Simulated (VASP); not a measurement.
# C: single point with LDA

The system is C.

```
C
1.0
     0.00000    1.72982    1.72982
     1.72982    0.00000    1.72982
     1.72982    1.72982    0.00000
C
2
Direct
  0.87500 0.87500 0.87500
  0.12500 0.12500 0.12500
```

This cell differs from its parent crystal: volume scaled by 0.94.

```yaml
Program: VASP 6.6.1
Task: single point
Functional: LDA
Potentials_or_basis: VASP PAW LDA potentials, release 64 (C)
Cutoff: 520 eV
k_mesh: 20 × 20 × 20
Occupations: fermi-dirac, width 0.08 eV
Spin: no spin polarisation
Dipole_correction: no
Further_INCAR_settings: ALGO = Normal; EDIFF = 1e-06; NBANDS = 11
```

```json
{
  "Pressure": "34.3 GPa",
  "Band gap on the k mesh": "4.33 eV, indirect (least direct gap 5.80 eV)"
}
```

Levels at points of the mesh, in eV from the valence-band top:
| k point | band 1 | band 2 | band 3 | band 4 | band 5 | band 6 | band 7 | band 8 |
| --- | --- | --- | --- | --- | --- | --- | --- | --- |
| (0.00, 0.00, 0.00) | -22.58 | 0.00 | 0.00 | 0.00 | 5.80 | 5.80 | 5.80 | 15.71 |
| (0.50, 0.00, 0.00) | -16.19 | -14.41 | -3.03 | -3.03 | 8.77 | 8.77 | 10.30 | 16.23 |
| (0.50, 0.50, 0.00) | -13.28 | -13.28 | -6.86 | -6.86 | 4.91 | 4.91 | 18.06 | 18.06 |

Wall time 8.2 s on 1 thread of Intel(R) Xeon(R) 6975P-C (Granite Rapids), with other jobs on the host, peak memory 0.13 GiB.

 A k mesh can miss the band edges.
